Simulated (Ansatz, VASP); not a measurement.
SiW12 in VASP and in Ansatz

```
CELL_PARAMETERS angstrom
5.66442 0.00000 0.00000
0.00000 5.66442 0.00000
0.00000 0.00000 21.15007
ATOMIC_POSITIONS crystal
W 0.25000 0.25000 0.18912
W 0.25000 0.75000 0.18912
W 0.75000 0.25000 0.18912
W 0.75000 0.75000 0.18912
W 0.00000 0.00000 0.28489
W 0.00000 0.50000 0.28489
W 0.50000 0.00000 0.28489
W 0.50000 0.50000 0.28489
W 0.25000 0.25000 0.38062
W 0.25000 0.75000 0.38062
W 0.75000 0.25000 0.38062
W 0.75000 0.75000 0.38062
Si 0.33333 0.33333 0.49882
```

Alike in both runs: task single point; functional PBE; dispersion D3(BJ); k mesh 5 × 5 × 1; occupations gaussian, width 0.1 eV; no spin polarisation.

|  | VASP | Ansatz |
| --- | --- | --- |
| version | VASP 6.6.1 | Ansatz 0.2.0 |
| potentials or method | VASP PAW PBE potentials, release 64 (W_sv, Si), cutoff 520 eV | scalar-relativistic, plane waves, PAW |
| valence electrons in the cell | 172 | 172 |

|  | VASP | Ansatz | Ansatz less VASP |
| --- | --- | --- | --- |
| gap on the k mesh at the Fermi level (eV) | none | none | - |
| rms of the force components (eV/Å) | 0.484 | 0.480 | -0.0037 |
| work function, face that differs most (eV) | 4.84 | 4.84 | +0.004 |

Atom by atom the forces differ by 0.014 eV/Å (rms over components). A gap of «none» marks a metal or a gap that the smearing closes.

Neither program's run includes spin-orbit coupling.
